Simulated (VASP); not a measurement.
A run of VASP 6.6.1:

The input INCAR:

```
SYSTEM = HfO2
PREC = Accurate
ENCUT = 600
EDIFF = 1E-6
ISMEAR = 0
SIGMA = 0.01
LREAL = .False.
LASPH = .True.
NELM = 120
ALGO = Normal
ISIF = 2
LWAVE = .False.
LCHARG = .False.
GGA = PE
NBANDS = 31
GGA_COMPAT = .False.
```

File KPOINTS:

```
regular mesh
0
Gamma
  2 2 2
  0 0 0
```

Contents of POSCAR:

```
HfO2
1.0
    3.5580193300      0.0000000000      0.0000000000
    0.0000000000      3.5580193300      0.0000000000
    0.0000000000      0.0000000000      5.1718612100
Hf O
2 4
Direct
    0.5000000000      0.5000000000      0.5000000000
    1.0000000000      0.0000000000      1.0000000000
    1.0000000000      0.5000000000      0.6972078800
    0.5000000000      0.0000000000      0.3027921200
    0.5000000000      0.0000000000      0.8027921200
    1.0000000000      0.5000000000      1.1972078800
```

Potentials or basis: VASP PAW PBE potentials, release 64 (Hf_pv, O).

Command:

```sh
$ cat potpaw_PBE.64/Hf_pv/POTCAR potpaw_PBE.64/O/POTCAR > POTCAR
$ mpirun -np 1 vasp_std > vasp.out
```

Hardware: 1 thread of Intel Xeon 8259CL (shared host).

Task: Estimate the wall time of this run.

Result: Run time: 30 s on 1 thread of Intel Xeon 8259CL (shared host), peak memory 0.18 GiB. Counts: scf iterations 14, k points 6.
